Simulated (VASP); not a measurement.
Wanted: the native input for a VASP 6.6.1 run.

- Task: relaxation of cell and atoms
- Functional: PBE
- Potentials or basis: VASP PAW PBE potentials, release 64 (B)
- Cutoff: 600 eV
- k mesh: 23 × 23 × 23
- Occupations: fermi-dirac, width 0.08 eV
- Spin: no spin polarisation
- Dipole correction: no
- Further INCAR settings: ALGO = Normal; EDIFF = 1e-06; IBRION = 2; EDIFFG = -0.005; NSW = 60; ISIF = 3

The structure of B lies in POSCAR:

```
B
1.0
    0.0000000000      1.4812480342      1.4812480342
    1.4812480342      0.0000000000      1.4812480342
    1.4812480342      1.4812480342      0.0000000000
B
1
Direct
    0.0000000000      0.0000000000      0.0000000000
```

The input as run:

INCAR

```
SYSTEM = B
ALGO     = Normal         ! electronic algorithm
EDIFF    = 1E-6           ! SCF threshold, eV
EDIFFG   = -0.005         ! ionic threshold
ENCUT    = 600            ! plane-wave cutoff, eV
GGA      = PE             ! functional
IBRION   = 2              ! ionic algorithm
ISIF     = 3              ! what is computed and relaxed
ISMEAR   = -1             ! smearing method
LASPH    = .True.         ! aspherical terms in the spheres
LCHARG   = .False.        ! write CHGCAR
LREAL    = .False.        ! projectors in reciprocal space
LWAVE    = .False.        ! write WAVECAR
NELM     = 80             ! most SCF steps
NSW      = 60             ! ionic steps
PREC     = Accurate       ! precision mode
SIGMA    = 0.08           ! smearing width, eV
```

KPOINTS

```
k-points
0
Gamma
  23 23 23
  0 0 0
```

Potentials or basis: VASP PAW PBE potentials, release 64 (B).

Launch:

```console
$ cat potpaw_PBE.64/B/POTCAR > POTCAR
$ mpirun -np 1 vasp_std > vasp.out
```

It gave:

The relaxed volume is 5.89 Å³/atom. The relaxed cell is a = 2.027 Å, b = 2.027 Å, c = 2.027 Å, α = 60.00°, β = 60.00°, γ = 60.00°, the space group after relaxing (to 0.05 Å) is Fm-3m (No. 225) and the energy gained by relaxing is 46.1 meV/atom. The ionic steps are 3. The pressure after relaxing is 0.0 GPa.

It took 10 s on 1 thread of AMD EPYC 9R45 96-Core Processor (Zen 5), with other jobs on the host, peak memory 0.09 GiB.
